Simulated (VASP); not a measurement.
# Te2Mo (P6_3/mmc) in VASP: a series of runs

Te2Mo is run at these levels: PBEsol-based global hybrid with 25 % exact exchange, LDA; tasks: single point.

All numbers are computed with VASP 6.6.1; they aren't measurements. Logs are shortened: lines on timing, memory, paths and dates and some standing lists are left out, and cuts for length are marked.

## 1. The cell of the first run

The structure is hexagonal, space group P6_3/mmc (No. 194). Conventional cell: a = 3.518 Å, b = 3.518 Å, c = 13.974 Å, α = 90.00°, β = 90.00°, γ = 120.00°. Within 3.7 Å of Te (site symmetry 3m) lie 3 Mo at 2.72 Å and 7 Te at 3.52 to 3.61 Å. Within 3.6 Å of Mo (site symmetry -6m2) lie 6 Te at 2.72 Å and 6 Mo at 3.52 Å.

## 2. Single point, PBEsol-based global hybrid with 25 % exact exchange

Input file POSCAR:

```
Te2Mo
1.0
    3.5182000000      0.0000000000      0.0000000000
   -1.7591000000      3.0468505756      0.0000000000
    0.0000000000      0.0000000000     13.9736000000
Te Mo
4 2
Direct
    0.6666666667      0.3333333333      0.3790000000
    0.3333333333      0.6666666667      0.8790000000
    0.6666666667      0.3333333333      0.1210000000
    0.3333333333      0.6666666667      0.6210000000
    0.6666666667      0.3333333333      0.7500000000
    0.3333333333      0.6666666667      0.2500000000
```

Input file INCAR.step1:

```
PREC = Accurate
ENCUT = 520
EDIFF = 1E-5
ISMEAR = -1
SIGMA = 0.05
LREAL = F
LASPH = T
NELM = 60
ALGO = Normal
ISIF = 2
LWAVE = T
LCHARG = F
NBANDS = 35
GGA = PE
```

Input file INCAR.step2:

```
PREC = Accurate
ENCUT = 520
EDIFF = 1E-7
ISMEAR = -1
SIGMA = 0.05
LREAL = F
LASPH = T
NELM = 60
ALGO = Normal
ISIF = 2
LWAVE = F
LCHARG = F
GGA = PS
LHFCALC = T
AEXX = 0.25
PRECFOCK = Fast
NBANDS = 35
ISTART = 1
```

Input file KPOINTS:

```
Automatic mesh
0
Gamma
  5 5 1
```

Potentials or basis: VASP PAW PBE potentials, release 64 (Te, Mo_sv).

Command:

```
cat potpaw_PBE.64/Te/POTCAR potpaw_PBE.64/Mo_sv/POTCAR > POTCAR
cp INCAR.step1 INCAR
mpirun -np 1 vasp_std > vasp.out
cp INCAR.step2 INCAR
mpirun -np 1 vasp_std > vasp.out
```

OUTCAR:

```text
PREC = Accurate
   ENCUT = 520
   EDIFF = 1E-7
   ISMEAR = -1
   LREAL = F
   LASPH = T
   NELM = 60
   ISIF = 2
   GGA = PS
   LHFCALC = T
   AEXX = 0.25
   PRECFOCK = Fast
   ISTART = 1

 ion  position               nearest neighbor table
   1  0.667  0.333  0.379-   6 2.72   6 2.72   6 2.72   3 3.61
   2  0.333  0.667  0.879-   5 2.72   5 2.72   5 2.72   4 3.61
   3  0.667  0.333  0.121-   6 2.72   6 2.72   6 2.72   1 3.61
   4  0.333  0.667  0.621-   5 2.72   5 2.72   5 2.72   2 3.61
   5  0.667  0.333  0.750-   2 2.72   4 2.72   2 2.72   4 2.72   2 2.72   4 2.72
   6  0.333  0.667  0.250-   1 2.72   3 2.72   1 2.72   3 2.72   1 2.72   3 2.72

  LATTYP: Found a hexagonal cell.
 ALAT       =     3.5182000000
 C/A-ratio  =     3.9718037633

  Lattice vectors:

 A1 = (   3.5182000000,   0.0000000000,   0.0000000000)
 A2 = (  -1.7591000000,   3.0468505756,   0.0000000000)
 A3 = (   0.0000000000,   0.0000000000,  13.9736000000)

Analysis of symmetry for initial positions (statically):
=====================================================================
 Subroutine PRICEL returns:
 Original cell was already a primitive cell.

 Routine SETGRP: Setting up the symmetry group for a
 hexagonal supercell.

 Subroutine GETGRP returns: Found 24 space group operations
 (whereof 12 operations were pure point group operations)
 out of a pool of 24 trial point group operations.

The static configuration has the point symmetry D_3d.
 The point group associated with its full space group is D_6h.

Analysis of symmetry for dynamics (positions and initial velocities):
=====================================================================
 Subroutine PRICEL returns:
 Original cell was already a primitive cell.

 Routine SETGRP: Setting up the symmetry group for a
 hexagonal supercell.

 Subroutine GETGRP returns: Found 24 space group operations
 (whereof 12 operations were pure point group operations)
 out of a pool of 24 trial point group operations.

The dynamic configuration has the point symmetry D_3d.
 The point group associated with its full space group is D_6h.

 Subroutine INISYM returns: Found 24 space group operations
 (whereof 12 operations are pure point group operations),
 and found     1 'primitive' translations

----------------------------------------------------------------------------------------

                                     Primitive cell

  volume of cell :     149.7890

  direct lattice vectors                    reciprocal lattice vectors
     3.518200000  0.000000000  0.000000000     0.284236257  0.164103880  0.000000000
    -1.759100000  3.046850576  0.000000000     0.000000000  0.328207759  0.000000000
     0.000000000  0.000000000 13.973600000     0.000000000  0.000000000  0.071563520

  length of vectors
     3.518200000  3.518200000 13.973600000     0.328207759  0.328207759  0.071563520

  position of ions in fractional coordinates (direct lattice)
     0.666666667  0.333333333  0.379000000
     0.333333333  0.666666667  0.879000000
     0.666666667  0.333333333  0.121000000
     0.333333333  0.666666667  0.621000000
     0.666666667  0.333333333  0.750000000
     0.333333333  0.666666667  0.250000000

  ion indices of the primitive-cell ions
   primitive index   ion index
                 1           1
                 2           2
                 3           3
                 4           4
                 5           5
                 6           6

----------------------------------------------------------------------------------------

 KPOINTS: Automatic mesh

Automatic generation of k-mesh.
 Grid dimensions read from file:
 generate k-points for:    5    5    1

 Generating k-lattice:

  Cartesian coordinates                     Fractional coordinates (reciprocal lattice)
     0.056847251  0.032820776  0.000000000     0.200000000 -0.000000000  0.000000000
     0.000000000  0.065641552  0.000000000     0.000000000  0.200000000  0.000000000
     0.000000000  0.000000000  0.071563520     0.000000000  0.000000000  1.000000000

  Length of vectors
     0.065641552  0.065641552  0.071563520

  Shift w.r.t. Gamma in fractional coordinates (k-lattice)
     0.000000000  0.000000000  0.000000000

 Subroutine IBZKPT returns following result:
 ===========================================

 Found      5 irreducible k-points:

 Following reciprocal coordinates:
            Coordinates               Weight
  0.000000  0.000000  0.000000      1.000000
  0.200000 -0.000000  0.000000      6.000000
  0.400000 -0.000000  0.000000      6.000000
  0.200000  0.200000  0.000000      6.000000
  0.400000  0.200000  0.000000      6.000000
   k-points           NKPTS =      5   k-points in BZ     NKDIM =     25   number of bands    NBANDS=     35
   number of dos      NEDOS =    301   number of ions     NIONS =      6
   total plane-waves  NPLWV =  84672
   dimension x,y,z NGX =    28 NGY =   28 NGZ =  108
   dimension x,y,z NGXF=    56 NGYF=   56 NGZF=  216
   ions per type =               4   2
   NGX,Y,Z   is equivalent  to a cutoff of  13.23, 13.23, 12.85 a.u.
   NGXF,Y,Z  is equivalent  to a cutoff of  26.46, 26.46, 25.70 a.u.
 SYSTEM =  unknown system
   PREC   = accura    normal or accurate (medium, high low for compatibility)
   ISTART =      1    job   : 0-new  1-cont  2-samecut
   ICHARG =      0    charge: 1-file 2-atom 10-const
   ISPIN  =      1    spin polarized calculation?
   LNONCOLLINEAR =      F non collinear calculations
   LSORBIT =      F    spin-orbit coupling
   LASPH  =      T    aspherical Exc in radial PAW
   ENCUT  =  520.0 eV  38.22 Ry    6.18 a.u.   6.54  6.54 25.98*2*pi/ulx,y,z
   NELM   =     60;   NELMIN=  2; NELMDL=  0     # of ELM steps
   EDIFF  = 0.1E-06   stopping-criterion for ELM
   LREAL  =      F    real-space projection
   EDIFFG = 0.1E-05   stopping-criterion for IOM
   NSW    =      0    number of steps for IOM
   IBRION =     -1    ionic relax: 0-MD 1-quasi-New 2-CG
   NFREE  =      0    steps in history (QN), initial steepest desc. (CG)
   ISIF   =      2    stress and relaxation
   ISYM   =      3    0-nonsym 1-usesym 2-fastsym
   POTIM  = 0.5000    time-step for ionic-motion
   TEBEG  =    0.0;   TEEND  =   0.0 temperature during run
   PSTRESS=    0.0 pullay stress
   NELECT =      52.0000    total number of electrons
   NUPDOWN=      -1.0000    fix difference up-down
   EMIN   =  10.00;   EMAX   =-10.00  energy-range for DOS
   EFERMI =   0.00;   METHOD = LEGACY
   ISMEAR =    -1;   SIGMA  =   0.05  broadening in eV -4-tet -1-fermi 0-gaus
   EFERMI_NEDOS =   21; number of points for ismear=-14 and -15
   IALGO  =     38    algorithm
   IMIX   =      1    mixing-type and parameters
     AMIX     =   0.40;   BMIX     =  1.00
     AMIX_MAG =   1.60;   BMIX_MAG =  1.00
  volume/ion in A,a.u.               =      24.96       168.47
  Fermi-wavevector in a.u.,A,eV,Ry     =   1.150578  2.174277 18.011787  1.323829
  Thomas-Fermi vector in A             =   2.287241
   LORBIT       =      0    0 simple, 1 ext, 2 COOP (PROOUT), +10 PAW based schemes
   GGA     = PS    functional components
   LHFCALC =     T    Hartree Fock is set to
   PRECFOCK=fast      Normal, Fast or Accurate (Low or Medium for compatibility)
   ENCUT4O =  -1.0   cutoff for four orbital integrals eV
   NKREDX  =     1    reduce k-point grid by
   NKREDY  =     1    reduce k-point grid by
   NKREDZ  =     1    reduce k-point grid by
   AEXX    =    0.2500 exact exchange contribution
   HFSCREEN=    0.0000 screening length (either q_TF or 0.3 A-1)
   HFSCREENC=   0.0000 screening length for correlation (either q_TF or 0.3 A-1)
   ENCUTFOCK=  -1.0 apply spherical cutoff to Coloumb kernel
   IVDW    =     0    specifies the selected vdW correction
   LEPSILON=     F    determine dielectric tensor
   LRPA    =     F    only Hartree local field effects (RPA)
 non-spin polarized calculation
  energy-cutoff  :      520.00
  volume of cell :      149.79
 maximum number of plane-waves:      4095
 NGX is ok and might be reduce to    28
  NGX = 16; NGY = 16; NGZ = 64

 number of electron      51.9999997 magnetization

 Free energy of the ion-electron system (eV)
  ---------------------------------------------------
  ext. energy  EPLUGINS =         0.00000000
  ---------------------------------------------------
  free energy    TOTEN  =       -50.41808407 eV

  energy without entropy =      -50.41808406  energy(sigma->0) =      -50.41808406

 E-fermi :   8.2153     XC(G=0):  -8.3451

 val. band max:        7.3753448204   @ k =   0.0000   0.0000   0.0000
 cond. band min:       9.1434025847   @ k =   0.2000   0.2000   0.0000
 fundamental gap:      1.7680577643
 Fermi energy:         8.2152623476

 k-point     1 :       0.0000    0.0000    0.0000
  band No.  band energies     occupation
      1     -57.5422      2.00000
      2     -57.5422      2.00000
      3     -30.3070      2.00000
      4     -30.3069      2.00000
      5     -30.1510      2.00000
      6     -30.1510      2.00000
[... 27 lines left out ...]
     34      12.1566      0.00000
     35      14.3570      0.00000

 k-point     2 :       0.2000   -0.0000    0.0000
  band No.  band energies     occupation
      1     -57.5376      2.00000
      2     -57.5376      2.00000
      3     -30.2952      2.00000
      4     -30.2949      2.00000
      5     -30.2128      2.00000
      6     -30.2126      2.00000
[... 27 lines left out ...]
     34      12.2682      0.00000
     35      15.1354      0.00000

 k-point     3 :       0.4000   -0.0000    0.0000
  band No.  band energies     occupation
      1     -57.5301      2.00000
      2     -57.5301      2.00000
      3     -30.3120      2.00000
      4     -30.3117      2.00000
      5     -30.2746      2.00000
      6     -30.2741      2.00000
[... 27 lines left out ...]
     34      12.6691      0.00000
     35      12.8397      0.00000

 k-point     4 :       0.2000    0.2000    0.0000
  band No.  band energies     occupation
      1     -57.5315      2.00000
      2     -57.5315      2.00000
      3     -30.2789      2.00000
      4     -30.2785      2.00000
      5     -30.2774      2.00000
      6     -30.2771      2.00000
[... 27 lines left out ...]
     34      12.9852      0.00000
     35      14.4317      0.00000

 k-point     5 :       0.4000    0.2000    0.0000
  band No.  band energies     occupation
      1     -57.5278      2.00000
      2     -57.5278      2.00000
      3     -30.3077      2.00000
      4     -30.3076      2.00000
      5     -30.2685      2.00000
      6     -30.2682      2.00000
[... 27 lines left out ...]
     34      13.1169      0.00000
     35      13.1429      0.00000

------------------------ aborting loop because EDIFF is reached ----------------------------------------

  FORCE on cell =-STRESS in cart. coord.  units (eV):
  Direction    XX          YY          ZZ          XY          YZ          ZX
  --------------------------------------------------------------------------------------
  -------------------------------------------------------------------------------------
  Total       -3.3810022     -3.3810022     -3.2046733      0.0000000     -0.0000000      0.0000000
  in kB      -36.1639658    -36.1639658    -34.2779117      0.0000000     -0.0000000      0.0000000
  external PRESSURE =     -35.5352811 kB  Pullay stress =       0.0000000 kB

 VOLUME and BASIS-vectors are now :
 -----------------------------------------------------------------------------
  energy-cutoff  :      520.00
  volume of cell :      149.79
      direct lattice vectors                 reciprocal lattice vectors
     3.518200000  0.000000000  0.000000000     0.284236257  0.164103880  0.000000000
    -1.759100000  3.046850576  0.000000000     0.000000000  0.328207759  0.000000000
     0.000000000  0.000000000 13.973600000     0.000000000  0.000000000  0.071563520

 POSITION                                       TOTAL-FORCE (eV/Angst)
 -----------------------------------------------------------------------------------
      1.75910      1.01562      5.29599        -0.000000     -0.000000     -0.560872
     -0.00000      2.03123     12.28279        -0.000000      0.000000     -0.560872
      1.75910      1.01562      1.69081        -0.000000     -0.000000      0.560872
     -0.00000      2.03123      8.67761        -0.000000      0.000000      0.560872
      1.75910      1.01562     10.48020         0.000000      0.000000     -0.000000
     -0.00000      2.03123      3.49340        -0.000000     -0.000000     -0.000000
 -----------------------------------------------------------------------------------
    total drift:                                0.000000     -0.000000      0.000000

  FREE ENERGIE OF THE ION-ELECTRON SYSTEM (eV)
  ---------------------------------------------------
  free  energy   TOTEN  =       -50.4180840658 eV

  energy  without entropy=      -50.4180840580  energy(sigma->0) =      -50.41808406
```

Wall time 13 min (1 thread of Intel Xeon 6975P-C (Granite Rapids), shared host); peak memory 0.29 GiB.

What came out:

- Free energy: -50.4181 eV
- Pressure: -3.6 GPa
- Largest force: 0.561 eV/Å
- Band gap on the k mesh: 1.77 eV (least direct gap 2.48 eV)

Forces on the atoms (eV/Å):
```
Te   0.000  0.000 -0.561
Te   0.000  0.000 -0.561
Te   0.000  0.000  0.561
Te   0.000  0.000  0.561
Mo   0.000  0.000  0.000
Mo   0.000  0.000  0.000
```

Stress tensor (GPa, compression positive):
```
-3.62  0.00  0.00
 0.00 -3.62  0.00
 0.00  0.00 -3.43
```

Caveat: the k points lie up to 0.45 Å⁻¹ apart; the PAW data sets were made with another functional, which shifts forces and pressure a little; spin-orbit coupling is left out, which moves the levels of the heavy elements. A k mesh can miss the band edges.

## 3. Single point, LDA

This run uses another cell than the first one, of 23.47 Å³/atom.

Input file INCAR:

```
PREC = Accurate ; ENCUT = 520
EDIFF = 1E-7 ; ISMEAR = -1
SIGMA = 0.05 ; LREAL = F
LASPH = T ; NELM = 80
ALGO = Normal ; ISIF = 2
LWAVE = F ; LCHARG = T
GGA = CA ; LELF = T
LVHAR = T ; NBANDS = 35
```

Input file KPOINTS:

```
regular mesh
0
Gamma
  9 9 2
```

POSCAR: that of step 2 with these lines changed.

```diff
@@ -2,5 +2,5 @@
 1.0
-    3.5182000000      0.0000000000      0.0000000000
-   -1.7591000000      3.0468505756      0.0000000000
-    0.0000000000      0.0000000000     13.9736000000
+    3.4463798477      0.0000000000      0.0000000000
+   -1.7231899238      2.9846524992      0.0000000000
+    0.0000000000      0.0000000000     13.6883444487
 Te Mo
```

Potentials or basis: VASP PAW LDA potentials, release 64 (Te, Mo_sv).

Command:

```
cat potpaw_LDA.64/Te/POTCAR potpaw_LDA.64/Mo_sv/POTCAR > POTCAR
mpirun -np 1 vasp_std > vasp.out
```

It took 3.4 min on 1 thread of Intel Xeon 8259CL, shared host; peak memory 0.28 GiB.

The run converged. Its results:

```
Free energy            : -41.1942 eV
Pressure               : 4.2 GPa
Largest force          : 0.679 eV/Å
Band gap on the k mesh : 0.71 eV (least direct gap 1.13 eV)
```

Forces in eV/Å, atoms in the order of the input:
```
Te   0.000  0.000  0.679
Te   0.000  0.000  0.679
Te   0.000  0.000 -0.679
Te   0.000  0.000 -0.679
Mo   0.000  0.000  0.000
Mo   0.000  0.000  0.000
```

Stress tensor (GPa, compression positive):
```
3.50 0.00 0.00
0.00 3.50 0.00
0.00 0.00 5.46
```

Levels at points of the mesh, in eV from the valence-band top:
```csv
k point,band 24,band 25,band 26,band 27,band 28,band 29
"(0.00, 0.00, 0.00)",-1.14,-0.28,0.00,3.09,3.09,3.24
"(0.00, 0.00, 0.50)",-1.16,-0.08,-0.08,3.14,3.14,3.14
```

Caveat: the cell stands under pressure; semilocal functionals underestimate gaps, and a narrow one can read as zero; spin-orbit coupling is left out, which moves the levels of the heavy elements. As with any semilocal functional, this LDA gap is likely too small.

(Part 1 of 2 ends here.)
